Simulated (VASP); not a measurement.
A run of VASP 6.6.1 is set up as follows.

File POSCAR:

```
C
1.0
    0.0000000000      1.8246452496      1.7356381642
    1.8246452496      0.0000000000      1.7356381642
    1.8246452496      1.8246452496      0.0000000000
C
2
Direct
    0.5000000000      0.5000000000      0.5000000000
    0.7500000000      0.7500000000      0.7500000000
```

INCAR.step1

```
ALGO = Normal ; EDIFF = 1E-5
ENCUT = 1430 ; GGA = PE
GGA_COMPAT = F ; ISMEAR = 0
LASPH = T ; LCHARG = F
LREAL = F ; LWAVE = T
NBANDS = 11 ; NELM = 120
PREC = Accurate ; SIGMA = 0.05
```

The input INCAR.step2:

```
ALGO = Normal ; EDIFF = 1E-6
ENCUT = 1430 ; GGA_COMPAT = F
ISIF = 2 ; ISMEAR = 0
ISTART = 1 ; LASPH = T
LCHARG = T ; LELF = T
LMIXTAU = T ; LREAL = F
LVHAR = T ; LWAVE = F
METAGGA = R2SCAN ; NBANDS = 11
NELM = 120 ; PREC = Accurate
SIGMA = 0.05
```

KPOINTS

```
k-points
0
Gamma
  12 12 12
```

Potentials or basis: VASP PAW PBE potentials, release 64 (C_h).

Command:

```bash
$ cat potpaw_PBE.64/C_h/POTCAR > POTCAR
$ cp INCAR.step1 INCAR
$ mpirun -np 1 vasp_std > vasp.out
$ cp INCAR.step2 INCAR
$ mpirun -np 1 vasp_std > vasp.out
```

Question: What does it give for the pressure?

Answer: -10.9 GPa.

Question: Estimate the band gap on the k mesh.

Answer: 3.04 eV (least direct gap 4.92 eV).

Stress tensor (GPa, compression positive):
```
-26.16   0.00   0.00
  0.00 -26.16   0.00
  0.00   0.00  19.68
```

Caveat: the cell differs from its parent crystal (strain +0.025 along x and y, -0.025 along z); the stress differs along the axes, from -26 to 20 GPa; the PAW data sets were made with another functional, which shifts forces and pressure a little. A k mesh can miss the band edges.
